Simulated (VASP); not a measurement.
Rh:

```
CELL_PARAMETERS angstrom
2.68000 0.00000 0.00000
-1.34000 2.32095 0.00000
0.00000 0.00000 4.37644
ATOMIC_POSITIONS crystal
Rh 0.33333 0.66667 0.25000
Rh 0.66667 0.33333 0.75000
```

- Program: VASP 6.6.1
- Task: relaxation of cell and atoms
- Functional: PBEsol
- Dispersion: D3(BJ)
- Potentials or basis: VASP PAW PBE potentials, release 64 (Rh_pv)
- Cutoff: 600 eV
- k mesh: 11 × 11 × 6
- Occupations: methfessel-paxton, width 0.1 eV
- Spin: no spin polarisation

At the start: pressure -8.8 GPa; volume 13.61 Å³/atom.

**Question.** How do energy, volume and symmetry change on relaxing?

**Answer.** Over 6 steps the energy falls by 12.1 meV/atom and the volume is 13.21 Å³/atom (-2.9 %); space group P6_3/mmc (No. 194, to 0.05 Å).

Step by step:
| step | energy change (eV) | largest force (eV/Å) | pressure (GPa) | volume (Å³) |
| --- | --- | --- | --- | --- |
| 1 | 0.0000 | 0.0000 | -8.81 | 27.22 |
| 2 | 0.1621 | 0.0000 | 31.50 | 24.38 |
| 3 | -0.0237 | 0.0000 | -0.18 | 26.44 |
| 4 | -0.0237 | 0.0000 | 0.13 | 26.41 |
| 5 | -0.0241 | 0.0000 | -0.05 | 26.43 |
| 6 | -0.0242 | 0.0000 | -0.01 | 26.42 |

Final structure:
```yaml
crystal:
  lattice:
    - [2.66094, 0.00000, 0.00000]
    - [-1.33047, 2.30445, 0.00000]
    - [0.00000, 0.00000, 4.30929]
  atoms:
    - { symbol: Rh, position: [0.33333, 0.66667, 0.25000] }
    - { symbol: Rh, position: [0.66667, 0.33333, 0.75000] }
```

Caveat: the PAW data sets were made with another functional, which shifts forces and pressure a little; pairwise dispersion overbinds metals, which lowers pressure and volume.
